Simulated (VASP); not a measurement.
# Br (Fd-3m) in VASP: notebook

Runs on Br. Level: LDA. Tasks: single point.

Everything below comes from runs of VASP 6.6.1. Logs are shortened: lines on timing, memory, paths and dates and some standing lists are left out, and cuts for length are marked.

**1. The cell of the first run**

It takes space group Fd-3m (No. 227, cubic). Conventional cell: a = 6.614 Å, b = 6.614 Å, c = 6.614 Å, α = 90.00°, β = 90.00°, γ = 90.00°. Br (site symmetry -43m) has 4 Br at 2.86 Å within 3.8 Å.

**2. Single point, LDA (36.16 Å³/atom)**

Contents of INCAR:

```
  ALGO = Normal
  EDIFF = 1E-7
  ENCUT = 520
  ISIF = 2
  ISMEAR = -1
  LASPH = True
  LCHARG = False
  LREAL = False
  LWAVE = False
  NBANDS = 14
  NELM = 100
  PREC = Accurate
  SIGMA = 0.08
```

Contents of KPOINTS:

```
k-points
0
Gamma
  11 11 11
```

Contents of POSCAR:

```
Br
1.0
    0.0000000000      3.3069237090      3.3069237090
    3.3069237090      0.0000000000      3.3069237090
    3.3069237090      3.3069237090      0.0000000000
Br
2
Direct
   -0.1250000000     -0.1250000000     -0.1250000000
    0.1250000000      0.1250000000      0.1250000000
```

Potentials or basis: VASP PAW LDA potentials, release 64 (Br).

Launch:

```
$ cat potpaw_LDA.64/Br/POTCAR > POTCAR
$ mpirun -np 1 vasp_std > vasp.out
```

OUTCAR:

```text
EDIFF = 1E-7
   ENCUT = 520
   ISIF = 2
   ISMEAR = -1
   LASPH = True
   LREAL = False
   NELM = 100
   PREC = Accurate

 ion  position               nearest neighbor table
   1  0.875  0.875  0.875-
   2  0.125  0.125  0.125-

  LATTYP: Found a face centered cubic cell.
 ALAT       =     6.6138474180

  Lattice vectors:

 A1 = (   0.0000000000,   3.3069237090,   3.3069237090)
 A2 = (   3.3069237090,   0.0000000000,   3.3069237090)
 A3 = (   3.3069237090,   3.3069237090,   0.0000000000)

Analysis of symmetry for initial positions (statically):
=====================================================================
 Subroutine PRICEL returns:
 Original cell was already a primitive cell.

 Routine SETGRP: Setting up the symmetry group for a
 face centered cubic supercell.

 Subroutine GETGRP returns: Found 48 space group operations
 (whereof 12 operations were pure point group operations)
 out of a pool of 48 trial point group operations.

The static configuration has the point symmetry D_3d.
 The point group associated with its full space group is O_h .

Analysis of symmetry for dynamics (positions and initial velocities):
=====================================================================
 Subroutine PRICEL returns:
 Original cell was already a primitive cell.

 Routine SETGRP: Setting up the symmetry group for a
 face centered cubic supercell.

 Subroutine GETGRP returns: Found 48 space group operations
 (whereof 12 operations were pure point group operations)
 out of a pool of 48 trial point group operations.

The dynamic configuration has the point symmetry D_3d.
 The point group associated with its full space group is O_h .

 Subroutine INISYM returns: Found 48 space group operations
 (whereof 12 operations are pure point group operations),
 and found     1 'primitive' translations

----------------------------------------------------------------------------------------

                                     Primitive cell

  volume of cell :      72.3273

  direct lattice vectors                    reciprocal lattice vectors
     0.000000000  3.306923709  3.306923709    -0.151197924  0.151197924  0.151197924
     3.306923709  0.000000000  3.306923709     0.151197924 -0.151197924  0.151197924
     3.306923709  3.306923709  0.000000000     0.151197924  0.151197924 -0.151197924

  length of vectors
     4.676696359  4.676696359  4.676696359     0.261882487  0.261882487  0.261882487

  position of ions in fractional coordinates (direct lattice)
     0.875000000  0.875000000  0.875000000
     0.125000000  0.125000000  0.125000000

  ion indices of the primitive-cell ions
   primitive index   ion index
                 1           1
                 2           2

----------------------------------------------------------------------------------------

 KPOINTS: k-points

Automatic generation of k-mesh.
 Grid dimensions read from file:
 generate k-points for:   11   11   11

 Generating k-lattice:

  Cartesian coordinates                     Fractional coordinates (reciprocal lattice)
    -0.013745266  0.013745266  0.013745266     0.090909091  0.000000000  0.000000000
     0.013745266 -0.013745266  0.013745266     0.000000000  0.090909091  0.000000000
     0.013745266  0.013745266 -0.013745266     0.000000000  0.000000000  0.090909091

  Length of vectors
     0.023807499  0.023807499  0.023807499

  Shift w.r.t. Gamma in fractional coordinates (k-lattice)
     0.000000000  0.000000000  0.000000000

 Subroutine IBZKPT returns following result:
 ===========================================

 Found     56 irreducible k-points:

 Following reciprocal coordinates:
            Coordinates               Weight
  0.000000  0.000000  0.000000      1.000000
  0.090909  0.000000  0.000000      8.000000
  0.181818  0.000000  0.000000      8.000000
  0.272727  0.000000  0.000000      8.000000
  0.363636  0.000000  0.000000      8.000000
  0.454545  0.000000  0.000000      8.000000
[... 16 lines left out ...]
 -0.272727  0.181818  0.000000     24.000000
 -0.181818  0.181818  0.000000     12.000000
 [... further k-points ...]
   k-points           NKPTS =     56   k-points in BZ     NKDIM =     56   number of bands    NBANDS=     14
   number of dos      NEDOS =    301   number of ions     NIONS =      2
   total plane-waves  NPLWV =  46656
   dimension x,y,z NGX =    36 NGY =   36 NGZ =   36
   dimension x,y,z NGXF=    72 NGYF=   72 NGZF=   72
   ions per type =               2
   NGX,Y,Z   is equivalent  to a cutoff of  12.80, 12.80, 12.80 a.u.
   NGXF,Y,Z  is equivalent  to a cutoff of  25.59, 25.59, 25.59 a.u.
 SYSTEM =  unknown system
   PREC   = accura    normal or accurate (medium, high low for compatibility)
   ISTART =      0    job   : 0-new  1-cont  2-samecut
   ICHARG =      2    charge: 1-file 2-atom 10-const
   ISPIN  =      1    spin polarized calculation?
   LNONCOLLINEAR =      F non collinear calculations
   LSORBIT =      F    spin-orbit coupling
   LASPH  =      T    aspherical Exc in radial PAW
   ENCUT  =  520.0 eV  38.22 Ry    6.18 a.u.   8.70  8.70  8.70*2*pi/ulx,y,z
   NELM   =    100;   NELMIN=  2; NELMDL= -5     # of ELM steps
   EDIFF  = 0.1E-06   stopping-criterion for ELM
   LREAL  =      F    real-space projection
   EDIFFG = 0.1E-05   stopping-criterion for IOM
   NSW    =      0    number of steps for IOM
   IBRION =     -1    ionic relax: 0-MD 1-quasi-New 2-CG
   NFREE  =      0    steps in history (QN), initial steepest desc. (CG)
   ISIF   =      2    stress and relaxation
   ISYM   =      2    0-nonsym 1-usesym 2-fastsym
   POTIM  = 0.5000    time-step for ionic-motion
   TEBEG  =    0.0;   TEEND  =   0.0 temperature during run
   PSTRESS=    0.0 pullay stress
   NELECT =      14.0000    total number of electrons
   NUPDOWN=      -1.0000    fix difference up-down
   EMIN   =  10.00;   EMAX   =-10.00  energy-range for DOS
   EFERMI =   0.00;   METHOD = LEGACY
   ISMEAR =    -1;   SIGMA  =   0.08  broadening in eV -4-tet -1-fermi 0-gaus
   EFERMI_NEDOS =   21; number of points for ismear=-14 and -15
   IALGO  =     38    algorithm
   IMIX   =      4    mixing-type and parameters
     AMIX     =   0.40;   BMIX     =  1.00
     AMIX_MAG =   1.60;   BMIX_MAG =  1.00
  volume/ion in A,a.u.               =      36.16       244.04
  Fermi-wavevector in a.u.,A,eV,Ry     =   0.947000  1.789571 12.201828  0.896809
  Thomas-Fermi vector in A             =   2.075052
   LORBIT       =      0    0 simple, 1 ext, 2 COOP (PROOUT), +10 PAW based schemes
   GGA     = CA    functional components
   LHFCALC =     F    Hartree Fock is set to
   AEXX    =    0.0000 exact exchange contribution
   IVDW    =     0    specifies the selected vdW correction
   LEPSILON=     F    determine dielectric tensor
   LRPA    =     F    only Hartree local field effects (RPA)
 non-spin polarized calculation
  energy-cutoff  :      520.00
  volume of cell :       72.33
 maximum number of plane-waves:      1968
   NGX = 17   NGY = 17   NGZ = 17

 number of electron      13.9999995 magnetization

 Free energy of the ion-electron system (eV)
  ---------------------------------------------------
  ext. energy  EPLUGINS =         0.00000000
  ---------------------------------------------------
  free energy    TOTEN  =        -2.88377365 eV

  energy without entropy =       -2.80474297  energy(sigma->0) =       -2.84425831

 E-fermi :   0.0150     XC(G=0):  -7.9249

 val. band max:        0.0043553167   @ k =   0.4545   0.1818   0.0909
 cond. band min:       0.0256656139   @ k =  -0.1818   0.2727   0.0909
 fundamental gap:      0.0213102972
 Fermi energy:         0.0150377139

 k-point     1 :       0.0000    0.0000    0.0000
  band No.  band energies     occupation
      1     -15.9613      2.00000
      2     -13.0643      2.00000
      3      -3.3961      2.00000
      4      -3.3961      2.00000
      5      -3.3961      2.00000
      6      -1.1843      2.00000
      7      -1.1843      2.00000
      8      -1.1843      2.00000
      9       4.5759      0.00000
     10       8.6069      0.00000
     11       8.6069      0.00000
     12      10.1729      0.00000
     13      10.1729      0.00000
     14      10.1729      0.00000

 k-point     2 :       0.0909    0.0000    0.0000
  band No.  band energies     occupation
      1     -15.9257      2.00000
      2     -13.1225      2.00000
      3      -3.4468      2.00000
      4      -3.4468      2.00000
      5      -3.4370      2.00000
      6      -1.1353      2.00000
      7      -1.1126      2.00000
      8      -1.1126      2.00000
      9       4.7819      0.00000
     10       8.3972      0.00000
     11       8.3972      0.00000
     12       9.9702      0.00000
     13      10.6026      0.00000
     14      10.6026      0.00000

 k-point     3 :       0.1818    0.0000    0.0000
  band No.  band energies     occupation
      1     -15.8231      2.00000
      2     -13.2846      2.00000
      3      -3.5695      2.00000
      4      -3.5695      2.00000
      5      -3.5583      2.00000
      6      -0.9635      1.99999
      7      -0.9352      1.99999
      8      -0.9352      1.99999
      9       5.3118      0.00000
     10       8.1214      0.00000
     11       8.1214      0.00000
     12       9.6029      0.00000
     13      11.4914      0.00000
     14      11.4914      0.00000

 k-point     4 :       0.2727    0.0000    0.0000
  band No.  band energies     occupation
      1     -15.6680      2.00000
      2     -13.5157      2.00000
      3      -3.7297      2.00000
      4      -3.7082      2.00000
      5      -3.7082      2.00000
      6      -0.7282      1.99982
      7      -0.7282      1.99982
      8      -0.6658      1.99960
      9       5.9450      0.00000
     10       8.0357      0.00000
     11       8.0357      0.00000
     12       9.1524      0.00000
     13      11.0004      0.00000
     14      11.8589      0.00000

 k-point     5 :       0.3636    0.0000    0.0000
  band No.  band energies     occupation
      1     -15.4925      2.00000
      2     -13.7589      2.00000
      3      -3.8894      2.00000
      4      -3.8201      2.00000
      5      -3.8201      2.00000
      6      -0.5576      1.99844
      7      -0.5576      1.99844
      8      -0.3283      1.97300
      9       6.4760      0.00000
     10       8.1710      0.00000
     11       8.1710      0.00000
[... 276 lines left out ...]
 k-point    22 :      -0.3636    0.1818    0.0000
  band No.  band energies     occupation
      1     -15.2717      2.00000
      2     -14.0392      2.00000
      3      -4.5209      2.00000
      4      -3.9593      2.00000
      5      -3.1618      2.00000
      6      -0.8952      1.99998
      7      -0.3149      1.96817
      8       0.1504      0.31087
      9       6.5346      0.00000
     10       7.5327      0.00000
     11       7.9811      0.00000
     12       9.2326      0.00000
     13      11.5483      0.00000
     14      11.5908      0.00000

 k-point    23 :      -0.2727    0.1818    0.0000
  band No.  band energies     occupation
      1     -15.4351      2.00000
      2     -13.8330      2.00000
      3      -4.4020      2.00000
      4      -3.8281      2.00000
      5      -3.2175      2.00000
      6      -0.9399      1.99999
      7      -0.5221      1.99758
      8      -0.0101      1.15554
      9       6.4746      0.00000
     10       7.6458      0.00000
     11       7.7838      0.00000
     12       9.5082      0.00000
     13      11.1463      0.00000
     14      11.7840      0.00000

 k-point    24 :      -0.1818    0.1818    0.0000
  band No.  band energies     occupation
      1     -15.6092      2.00000
      2     -13.5982      2.00000
      3      -4.1785      2.00000
      4      -3.6859      2.00000
      5      -3.3056      2.00000
      6      -1.0188      2.00000
      7      -0.7437      1.99985
      8      -0.2521      1.93154
      9       6.1514      0.00000
     10       7.5606      0.00000
     11       7.9446      0.00000
     12      10.1776      0.00000
     13      10.7180      0.00000
     14      11.6137      0.00000

 [... further k-points ...]
[... 5 lines left out ...]
  --------------------------------------------------------------------------------------
  -------------------------------------------------------------------------------------
  Total        0.5990029      0.5990029      0.5990029      0.0000000     -0.0000000     -0.0000000
  in kB       13.2689629     13.2689629     13.2689629      0.0000000     -0.0000000     -0.0000000
  external PRESSURE =      13.2689629 kB  Pullay stress =       0.0000000 kB

 VOLUME and BASIS-vectors are now :
 -----------------------------------------------------------------------------
  energy-cutoff  :      520.00
  volume of cell :       72.33
      direct lattice vectors                 reciprocal lattice vectors
     0.000000000  3.306923709  3.306923709    -0.151197924  0.151197924  0.151197924
     3.306923709  0.000000000  3.306923709     0.151197924 -0.151197924  0.151197924
     3.306923709  3.306923709  0.000000000     0.151197924  0.151197924 -0.151197924

 POSITION                                       TOTAL-FORCE (eV/Angst)
 -----------------------------------------------------------------------------------
      5.78712      5.78712      5.78712        -0.000000     -0.000000     -0.000000
      0.82673      0.82673      0.82673         0.000000      0.000000      0.000000
 -----------------------------------------------------------------------------------
    total drift:                               -0.000000      0.000000      0.000000

  FREE ENERGIE OF THE ION-ELECTRON SYSTEM (eV)
  ---------------------------------------------------
  free  energy   TOTEN  =        -2.8837736505 eV

  energy  without entropy=       -2.8047429666  energy(sigma->0) =       -2.84425831
```

It took 32 s on 1 thread of Intel Xeon Platinum 8488C (Sapphire Rapids), shared host; peak memory 0.19 GiB.

What came out:

```yaml
Free_energy: -2.8838 eV
Pressure: 1.3 GPa
Band_gap_on_the_k_mesh: zero (bands 7 and 8 overlap by 1.68 eV)
```

**3. Single point, LDA (36.16 Å³/atom)**

Contents of INCAR:

```
SYSTEM = Br
  PREC = Accurate
  ENCUT = 520
  EDIFF = 1E-6
  ISMEAR = -1
  SIGMA = 0.08
  LREAL = .False.
  LASPH = .True.
  NELM = 80
  ALGO = Normal
  ISIF = 2
  LWAVE = .False.
  LCHARG = .False.
  GGA = CA
  NBANDS = 14
```

Contents of KPOINTS:

```
regular mesh
0
Gamma
  11 11 11
  0 0 0
```

POSCAR is that of step 2.

Potentials or basis: VASP PAW LDA potentials, release 64 (Br).

Launch:

```
$ cat potpaw_LDA.64/Br/POTCAR > POTCAR
$ mpirun -np 1 vasp_std > vasp.out
```

Wall time 29 s (1 thread of Intel Xeon Platinum 8488C (Sapphire Rapids), shared host); peak memory 0.19 GiB.

Results (log left out):

| Property | Result |
| --- | --- |
| Free energy | -2.8838 eV |
| Pressure | 1.3 GPa |
| Band gap on the k mesh | zero (bands 7 and 8 overlap by 1.68 eV) |

Levels at points of the mesh, in eV from the Fermi level:
```csv
k point,band 4,band 5,band 6,band 7,band 8,band 9,band 10,band 11
"(0.00, 0.00, 0.00)",-3.41,-3.41,-1.20,-1.20,-1.20,4.56,8.59,8.59
```
